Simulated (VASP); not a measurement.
Set up this calculation in VASP 6.6.1, as the native input.

| Quantity | Value |
| --- | --- |
| Task | single point |
| Functional | PBEsol |
| Potentials or basis | VASP PAW PBE potentials, release 64 (B) |
| Cutoff | 520 eV |
| k mesh | 36 × 36 × 14 |
| Occupations | gaussian, width 0.15 eV |
| Spin | no spin polarisation |
| Dipole correction | no |
| Further INCAR settings | ALGO = Normal; EDIFF = 1e-06; NBANDS = 8 |

The structure of B lies in POSCAR:

```
B
1.0
    1.6749701673      0.0000000000      0.0000000000
   -0.8374850836      1.4505667154      0.0000000000
    0.0000000000      0.0000000000      3.7556155794
B
1
Direct
    0.0000000000      0.0000000000      0.0000000000
```

This isn't the form of B at room conditions, which is rhombohedral.

This cell differs from its parent crystal: ratio of the length along z to the lengths across it x 1.05, volume and fractional coordinates fixed.

One way to write it, as run:

INCAR

```
SYSTEM = B
PREC = Accurate ; ENCUT = 520
EDIFF = 1E-6 ; ISMEAR = 0
SIGMA = 0.15 ; LREAL = .False.
LASPH = .True. ; NELM = 60
ALGO = Normal ; ISIF = 2
LWAVE = .False. ; LCHARG = .True.
GGA = PS ; LELF = .True.
LVHAR = .True. ; NBANDS = 8
```

KPOINTS

```
Automatic mesh
0
Gamma
  36 36 14
  0 0 0
```

Potentials or basis: VASP PAW PBE potentials, release 64 (B).

Command:

```console
$ cat potpaw_PBE.64/B/POTCAR > POTCAR
$ mpirun -np 1 vasp_std > vasp.out
```

It gave:

```yaml
Pressure: 11.4 GPa
Band_gap_on_the_k_mesh: zero (an odd number of electrons rules out a gap without spin polarisation)
```

Caveat: the cell stands under pressure; the PAW data sets were made with another functional, which shifts forces and pressure a little.

It took 23 s on 1 thread of AMD EPYC 9R45 96-Core Processor (Zen 5), with other jobs on the host, peak memory 0.13 GiB.
